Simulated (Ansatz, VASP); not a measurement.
**BAs in VASP and in Ansatz**

POSCAR

```
BAs
1.0
    2.9570103300      0.0000000000      0.0000000000
    0.0000000000      2.9570103300      0.0000000000
    0.0000000000      0.0000000000      2.9570103300
B As
1 1
Direct
    0.5000000000      0.5000000000      0.5000000000
    0.0000000000      0.0000000000      0.0000000000
```

INCAR.step1

```
SYSTEM = BAs
  ALGO = Normal
  EDIFF = 1E-5
  ENCUT = 520
  GGA = PE
  ISIF = 2
  ISMEAR = -1
  LASPH = .TRUE.
  LREAL = .FALSE.
  LWAVE = .TRUE.
  NBANDS = 11
  NELM = 100
  PREC = Accurate
  SIGMA = 0.05
```

File INCAR.step2:

```
SYSTEM = BAs
  AEXX = 0.25
  ALGO = Normal
  EDIFF = 1E-7
  ENCUT = 520
  GGA = PE
  HFSCREEN = 0.2
  ISIF = 2
  ISMEAR = -1
  ISTART = 1
  LASPH = .TRUE.
  LCHARG = .TRUE.
  LELF = .TRUE.
  LHFCALC = .TRUE.
  LREAL = .FALSE.
  LVHAR = .TRUE.
  LWAVE = .FALSE.
  NBANDS = 11
  NELM = 100
  PREC = Accurate
  PRECFOCK = Normal
  SIGMA = 0.05
```

Contents of KPOINTS:

```
k-points
0
G
  5 5 5
  0 0 0
```

Contents of input:

```
crystal:
  lattice:
    - [2.95701033, 0.0, 0.0]
    - [0.0, 2.95701033, 0.0]
    - [0.0, 0.0, 2.95701033]
  atoms:
    - { symbol: B, position: [0.5, 0.5, 0.5] }
    - { symbol: As, position: [0.0, 0.0, 0.0] }
hamiltonian:
  xc: { exchange: pbe, correlation: pbe, exx: { coeff: 0.25, omega: 0.2 } }
  pseudopotentials: { kind: paw }
kpoints:
  mp_grid: { grid: [5, 5, 5] }
scf:
  occupations: { method: fermi_dirac, width: 0.05 }
output:
  forces: true
  stress: true
  eigenvalues: true
  write_density: true
  write_potential: true
  elf: true
  volumetric_format: npy
```

Alike in both runs: task single point; functional PBE-based screened hybrid with a share of 0.25 of exact exchange and HFSCREEN = 0.2; k mesh 5 × 5 × 5; occupations fermi-dirac, width 0.05 eV; no spin polarisation.

|  | VASP | Ansatz |
| --- | --- | --- |
| version | VASP 6.6.1 | Ansatz 0.2.0 |
| potentials or method | VASP PAW PBE potentials, release 64 (B, As) | Ansatz PAW |
| plane-wave cutoff (eV) | 520 | 420 |
| valence electrons in the cell | 8 | 18 |

Ansatz gave:

```
gap on the k mesh at the Fermi level (eV) : none
pressure (GPa)                            : -8.7
```

What did VASP give for the same quantities?

gap on the k mesh at the Fermi level (eV): none; pressure (GPa): -9.0.

VASP's potentials were made for PBE, not for PBE-based screened hybrid. A gap of «none» marks a metal or a gap that the smearing closes. The functional is the same, so the differences come from potentials, cutoffs and numerics. VASP's potentials hold 8 valence electrons a cell and Ansatz's 18, so a difference there can come from the potentials and not from the codes.

The k mesh is coarse, so the values compare programs but aren't converged.
